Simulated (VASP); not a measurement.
Input of a VASP 6.6.1 run:

File INCAR:

```
SYSTEM = C
  PREC = Accurate
  ENCUT = 520
  EDIFF = 1E-6
  ISMEAR = 0
  SIGMA = 0.1
  LREAL = .FALSE.
  LASPH = .TRUE.
  NELM = 150
  ALGO = Normal
  ISIF = 2
  LWAVE = .FALSE.
  LCHARG = .FALSE.
  ISPIN = 2
  MAGMOM = 1 1 1 1 1 1 1 1 1 1
  LORBIT = 11
  GGA = PE
  NBANDS = 35
```

Contents of KPOINTS:

```
Automatic mesh
0
G
  6 6 4
  0 0 0
```

POSCAR

```
C
1.0
    4.2700491900      0.0000000000      0.0000000000
   -2.1350245950      3.6979710739      0.0000000000
    0.0000000000      0.0000000000      5.0345865256
C
10
Direct
    0.2823153912      0.1411576956      0.7500000000
    0.7176846088      0.8588423044      0.2500000000
    0.8588423044      0.7176846088      0.7500000000
    0.1411576956      0.2823153912      0.2500000000
    0.8588423044      0.1411576956      0.7500000000
    0.1411576956      0.8588423044      0.2500000000
    0.6666666667      0.3333333333      0.7500000000
    0.3333333333      0.6666666667      0.2500000000
    0.0000000000      0.0000000000      0.0000000000
    0.0000000000      0.0000000000      0.5000000000
```

Potentials or basis: VASP PAW PBE potentials, release 64 (C).

The run is started by

```console
$ cat potpaw_PBE.64/C/POTCAR > POTCAR
$ mpirun -np 1 vasp_std > vasp.out
```

**Question.** Predict the largest force.

**Answer.** 0.037 eV/Å.

**Question.** What does it give for the pressure?

**Answer.** 0.3 GPa.

**Question.** Estimate the net moment.

**Answer.** 0.00 μB per cell.

Stress tensor (GPa, compression positive):
```
0.25 0.00 0.00
0.00 0.25 0.00
0.00 0.00 0.39
```
